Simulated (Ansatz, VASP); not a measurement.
**BaTiO3 in VASP and in Ansatz**

The input INCAR:

```
  ALGO = Normal
  EDIFF = 1E-6
  ENCUT = 520
  ISIF = 2
  ISMEAR = -1
  LASPH = T
  LCHARG = F
  LREAL = F
  LWAVE = F
  NBANDS = 28
  NELM = 100
  PREC = Accurate
  SIGMA = 0.05
```

KPOINTS

```
k-points
0
Gamma
  7 7 7
```

Contents of POSCAR:

```
BaTiO3
1.0
    3.9855000000      0.0000000000      0.0000000000
    0.0000000000      2.8369000000      2.8451500000
    0.0000000000     -2.8369000000      2.8451500000
Ba Ti O
1 1 3
Direct
    0.0000000000      0.0000000000      0.0000000000
    0.5000000000      0.5124000000      0.5124000000
    0.5000000000      0.9918400000      0.5052400000
    0.5000000000      0.5052400000      0.9918400000
    0.0000000000      0.4874000000      0.4874000000
```

input.yaml

```yaml
crystal:
  lattice:
    - [3.9855, 0.0, 0.0]
    - [0.0, 2.8369, 2.84515]
    - [0.0, -2.8369, 2.84515]
  atoms:
    - { symbol: Ba, position: [0.0, 0.0, 0.0] }
    - { symbol: Ti, position: [0.5, 0.5124, 0.5124] }
    - { symbol: O, position: [0.5, 0.99184, 0.50524] }
    - { symbol: O, position: [0.5, 0.50524, 0.99184] }
    - { symbol: O, position: [0.0, 0.4874, 0.4874] }
kpoints:
  mp_grid: { grid: [7, 7, 7] }
scf:
  occupations: { method: fermi_dirac, width: 0.05 }
hamiltonian:
  xc: lda
  pseudopotentials: { kind: all_electron, lapw: { basis_error: 0.002 } }
output:
  forces: true
  stress: true
  eigenvalues: true
```

Alike in both runs: task single point; functional LDA; k mesh 7 × 7 × 7; occupations fermi-dirac, width 0.05 eV; no spin polarisation.

|  | VASP | Ansatz |
| --- | --- | --- |
| version | VASP 6.6.1 | Ansatz 0.2.0 |
| potentials or method | VASP PAW LDA potentials, release 64 (Ba_sv, Ti_sv, O), cutoff 520 eV | all-electron LAPW, scalar-relativistic |

Ansatz gave:

| Item | Value |
| --- | --- |
| gap on the k mesh at the Fermi level (eV) | 1.90 |
| least direct gap on the mesh (eV) | 1.99 |
| pressure (GPa) | -8.6 |
| traceless stress, the component that is largest in VASP (GPa) | -0.37 |
| rms of the force components (eV/Å) | 0.150 |

Problem. What did VASP give for the same quantities?

Solution. gap on the k mesh at the Fermi level (eV): 1.83; least direct gap on the mesh (eV): 1.96; pressure (GPa): -6.6; traceless stress, the component that is largest in VASP (GPa): -0.36; rms of the force components (eV/Å): 0.140.

LDA's correlation is that of Perdew and Zunger in VASP and of Perdew and Wang (1992) in Ansatz. Atom by atom the forces differ by 0.019 eV/Å (rms over components). Ansatz ran all-electron here, and VASP with PAW potentials.

Neither program's run includes spin-orbit coupling.
